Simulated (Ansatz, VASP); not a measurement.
## BaS: VASP beside Ansatz

Contents of INCAR:

```
  ALGO = Normal
  EDIFF = 1E-6
  ENCUT = 520
  GGA = PE
  ISIF = 2
  ISMEAR = 0
  LASPH = T
  LCHARG = T
  LELF = T
  LREAL = F
  LVHAR = T
  LWAVE = F
  NBANDS = 15
  NELM = 80
  PREC = Accurate
  SIGMA = 0.01
```

The input KPOINTS:

```
k-points
0
Gamma
  6 6 6
```

Contents of POSCAR:

```
BaS
1.0
    3.9167435319      0.0000000000      0.0000000000
    0.0000000000      3.9167435319      0.0000000000
    0.0000000000      0.0000000000      3.9167435319
Ba S
1 1
Direct
    0.0000000000      0.0000000000      0.0000000000
    0.5000000000      0.5000000000      0.5000000000
```

Input for Ansatz:

```yaml
crystal:
  lattice:
    - [3.9167435319, 0.0, 0.0]
    - [0.0, 3.9167435319, 0.0]
    - [0.0, 0.0, 3.9167435319]
  atoms:
    - { symbol: Ba, position: [0.0, 0.0, 0.0] }
    - { symbol: S, position: [0.5, 0.5, 0.5] }
kpoints:
  mp_grid: { grid: [6, 6, 6] }
hamiltonian:
  xc: pbe
scf:
  occupations: { method: fixed }
  n_extra_bands: 4
output:
  forces: true
  stress: true
  eigenvalues: true
```

Alike in both runs: task single point; functional PBE; k mesh 6 × 6 × 6; no spin polarisation.

|  | VASP | Ansatz |
| --- | --- | --- |
| version | VASP 6.6.1 | Ansatz 0.2.0 |
| potentials or method | VASP PAW PBE potentials, release 64 (Ba_sv, S) | plane waves, PAW |
| plane-wave cutoff (eV) | 520 | 420 |
| occupations | gaussian, width 0.01 eV | fixed |
| valence electrons in the cell | 16 | 16 |

Ansatz gave:

- gap on the k mesh at the Fermi level (eV): 1.64
- pressure (GPa): -2.3

Which values does VASP return?

gap on the k mesh at the Fermi level (eV): 1.53; pressure (GPa): -1.6.

Neither program's run includes spin-orbit coupling.
